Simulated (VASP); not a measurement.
Wanted: the native input for a VASP 6.6.1 run.

- Task: single point
- Functional: LDA
- Potentials or basis: VASP PAW LDA potentials, release 64 (Mg, B)
- Cutoff: 520 eV
- k mesh: 10 × 10 × 8
- Occupations: fermi-dirac, width 0.05 eV
- Spin: no spin polarisation
- Dipole correction: no
- Further INCAR settings: ALGO = Normal; EDIFF = 1e-07; NBANDS = 11

The structure of MgB2 lies in POSCAR:

```
MgB2
1.0
    3.0417795432      0.0000000000      0.0000000000
   -1.5208897716      2.6342583572      0.0000000000
    0.0000000000      0.0000000000      3.4383104822
Mg B
1 2
Direct
    0.0000000000      0.0000000000      0.0000000000
    0.6666666667      0.3333333333      0.5000000000
    0.3333333333      0.6666666667      0.5000000000
```

These files were run (other wordings do the same):

INCAR

```
SYSTEM = MgB2
  PREC = Accurate
  ENCUT = 520
  EDIFF = 1E-7
  ISMEAR = -1
  SIGMA = 0.05
  LREAL = .FALSE.
  LASPH = .TRUE.
  NELM = 100
  ALGO = Normal
  ISIF = 2
  LWAVE = .FALSE.
  LCHARG = .FALSE.
  GGA = CA
  NBANDS = 11
```

KPOINTS

```
Automatic mesh
0
G
  10 10 8
  0 0 0
```

Potentials or basis: VASP PAW LDA potentials, release 64 (Mg, B).

The run is started by

```console
$ cat potpaw_LDA.64/Mg/POTCAR potpaw_LDA.64/B/POTCAR > POTCAR
$ mpirun -np 1 vasp_std > vasp.out
```

It gave:

```
Pressure               : -0.6 GPa
Band gap on the k mesh : zero (band 4 reaches 6.80 eV, above the bottom of band 5 at 4.17 eV)
```

Run time: 6.6 s on 1 thread of Intel(R) Xeon(R) 6975P-C (Granite Rapids) (shared host), peak memory 0.14 GiB.
